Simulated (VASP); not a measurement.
KNb3O: single point with PBE

The system is KNb3O.

```
K Nb O
1.0
     3.54351    0.00000    0.00000
     0.00000    3.54351    0.00000
     0.00000    0.00000    7.16999
K Nb O
1 3 1
Direct
  0.50000 0.50000 0.50000
  0.50000 0.50000 0.00000
  0.00000 0.00000 0.79386
  0.00000 0.00000 0.20614
  0.00000 0.00000 0.50000
```

The cell was generated, and may not be a known phase.

```json
{
 "Program": "VASP 6.6.1",
 "Task": "single point",
 "Functional": "PBE",
 "Potentials or basis": "VASP PAW PBE potentials, release 64 (K_sv, Nb_sv, O)",
 "Cutoff": "520 eV",
 "k mesh": "10 × 10 × 6",
 "Occupations": "gaussian, width 0.1 eV",
 "Spin": "no spin polarisation"
}
```

```json
{"Pressure": "0.0 GPa", "Largest force": "0.016 eV/Å", "Band gap on the k mesh": "zero (bands 27 and 28 overlap by 0.80 eV)"}
```

Forces on the atoms (eV/Å):
```
K    0.000  0.000  0.000
Nb   0.000  0.000  0.000
Nb   0.000  0.000  0.016
Nb   0.000  0.000 -0.016
O    0.000  0.000  0.000
```

Stress tensor (GPa, compression positive):
```
 0.10  0.00  0.00
 0.00  0.10  0.00
 0.00  0.00 -0.16
```

Levels at points of the mesh, in eV from the Fermi level:
```tsv
k point	band 25	band 26	band 27	band 28	band 29	band 30
(0.00, 0.00, 0.00)	-1.01	-0.34	0.44	0.44	0.88	0.88
(0.50, 0.00, 0.00)	-1.22	-0.62	-0.51	0.41	0.57	1.69
(0.50, 0.50, 0.00)	-0.83	-0.62	-0.62	0.35	0.35	1.74
(0.00, 0.00, 0.50)	-1.19	-0.33	0.10	0.10	0.68	0.68
(0.50, 0.00, 0.50)	-1.20	-0.36	0.25	0.53	1.15	1.91
(0.50, 0.50, 0.50)	-1.29	-0.81	-0.81	1.63	1.63	2.32
```

Run time: 7.2 min on 1 thread of AMD EPYC 7R13, on a shared host, peak memory 0.33 GiB.
